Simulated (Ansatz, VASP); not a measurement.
# Two plane-wave programs on Be

```
CELL_PARAMETERS angstrom
2.29950 0.00000 0.00000
-1.14975 1.99143 0.00000
0.00000 0.00000 3.60090
ATOMIC_POSITIONS crystal
Be 0.25801 0.51602 0.08337
Be 0.66667 0.33333 0.75000
```

Alike in both runs: task single point; functional PBE; k mesh 24 × 24 × 14; occupations gaussian, width 0.15 eV; no spin polarisation.

```csv
,VASP,Ansatz
version,VASP 6.6.1,Ansatz 0.2.0
potentials or method,"VASP PAW PBE potentials, release 64 (Be), cutoff 520 eV","scalar-relativistic, plane waves, PAW"
valence electrons in the cell,4,4
```

```csv
,VASP,Ansatz,Ansatz less VASP
gap on the k mesh at the Fermi level (eV),none,none,-
pressure (GPa),27.8,27.4,-0.40
"traceless stress, the component that is largest in VASP (GPa)",-33.84,-33.71,+0.135
rms of the force components (eV/Å),3.801,3.776,-0.0249
```

Atom by atom the forces differ by 0.025 eV/Å (rms over components). A gap of «none» marks a metal or a gap that the smearing closes.
